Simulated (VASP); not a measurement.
Here is a VASP 6.6.1 calculation.

Contents of INCAR:

```
SYSTEM = BN
  PREC = Accurate
  ENCUT = 600
  EDIFF = 1E-6
  ISMEAR = 0
  SIGMA = 0.01
  LREAL = .False.
  LASPH = .True.
  NELM = 120
  ALGO = Normal
  ISIF = 2
  LWAVE = .False.
  LCHARG = .True.
  GGA = PS
  LELF = .True.
  LVHAR = .True.
  NBANDS = 11
  GGA_COMPAT = .False.
```

The input KPOINTS:

```
Automatic mesh
0
Gamma
  10 10 10
  0 0 0
```

The input POSCAR:

```
BN
1.0
    0.0000000000      1.8025484886      1.8025484886
    1.8025484886      0.0000000000      1.8025484886
    1.8025484886      1.8025484886      0.0000000000
B N
1 1
Direct
    0.0000000000      0.0000000000      0.0000000000
    0.2500000000      0.2500000000      0.2500000000
```

Potentials or basis: VASP PAW PBE potentials, release 64 (B, N).

Launch:

```sh
$ cat potpaw_PBE.64/B/POTCAR potpaw_PBE.64/N/POTCAR > POTCAR
$ mpirun -np 1 vasp_std > vasp.out
```

Question: Estimate the pressure.

Answer: 0.5 GPa.

Question: Estimate the band gap on the k mesh.

Answer: 4.29 eV (least direct gap 8.80 eV).

Caveat: the PAW data sets were made with another functional, which shifts forces and pressure a little. A k mesh can miss the band edges.
